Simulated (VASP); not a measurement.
Al: single point with PBE+D3(BJ)

Crystal: Al.

```xyz
8
Lattice="-2.8144 0.0000 0.0000 -1.4072 -2.4374 0.0000 -2.1108 -2.0311 18.4821" Properties=species:S:1:pos:R:3 pbc="T T T"
Al   -4.2216   -2.4374    1.1551
Al   -4.2216   -2.4374   10.3962
Al   -1.4072   -0.8125   12.7064
Al   -1.4072   -0.8125    3.4654
Al    0.0000    0.0000   15.0167
Al    0.0000    0.0000    5.7757
Al   -2.8144   -1.6249   17.3270
Al   -2.8144   -1.6249    8.0859
```

```yaml
Program: VASP 6.6.1
Task: single point
Functional: PBE
Dispersion: D3(BJ)
Potentials_or_basis: VASP PAW PBE potentials, release 64 (Al)
Cutoff: 520 eV
k_mesh: 16 × 16 × 2
Occupations: gaussian, width 0.15 eV
Spin: no spin polarisation
Dipole_correction: no
Further_INCAR_settings: ALGO = Fast; EDIFF = 1e-06; NBANDS = 22; ISYM = 0
```

```json
{"Pressure": "1.1 GPa", "Largest force": "1.153 eV/Å", "Band gap on the k mesh": "zero (band 12 reaches 12.20 eV, above the bottom of band 13 at 6.81 eV)", "Dispersion energy per atom": "-0.351 eV"}
```

Forces in eV/Å, atoms in the order of the input:
```
Al   0.472 -0.271  0.951
Al   0.005 -0.003 -0.016
Al   0.006 -0.004  0.001
Al   0.007 -0.006  0.001
Al   0.027 -0.016  0.043
Al   0.007 -0.005  0.002
Al  -0.519  0.301 -0.985
Al  -0.005  0.003  0.002
```

Stress tensor (GPa, compression positive):
```
 0.03 -0.13  1.24
-0.13 -0.23 -0.92
 1.24 -0.92  3.45
```

Levels at points of the mesh, in eV from the Fermi level:
```tsv
k point	band 10	band 11	band 12	band 13	band 14	band 15
(0.00, 0.00, 0.00)	-0.97	-0.93	3.38	3.45	8.21	8.39
(0.50, 0.00, 0.00)	-3.00	-2.17	-1.75	-1.38	-0.82	0.57
(0.00, 0.50, 0.00)	-2.75	-2.56	-2.48	-0.55	-0.35	-0.05
(0.50, 0.50, 0.00)	-2.75	-2.56	-2.48	-0.55	-0.35	-0.05
(0.00, 0.00, 0.50)	-2.87	1.13	1.17	5.76	5.87	10.49
(0.50, 0.00, 0.50)	-2.89	-2.53	-2.07	-0.89	-0.51	0.07
(0.00, 0.50, 0.50)	-3.18	-2.10	-1.71	-1.40	-0.99	0.67
(0.50, 0.50, 0.50)	-3.18	-2.10	-1.71	-1.40	-0.99	0.67
```

It took 19 min on 1 thread of Oxide Virtual Turin-like Processor (shared host), peak memory 0.59 GiB.

Caveat: pairwise dispersion overbinds metals, which lowers pressure and volume; forces of over 1 eV/Å act on the atoms, so gaps and moduli don't describe the material at rest.
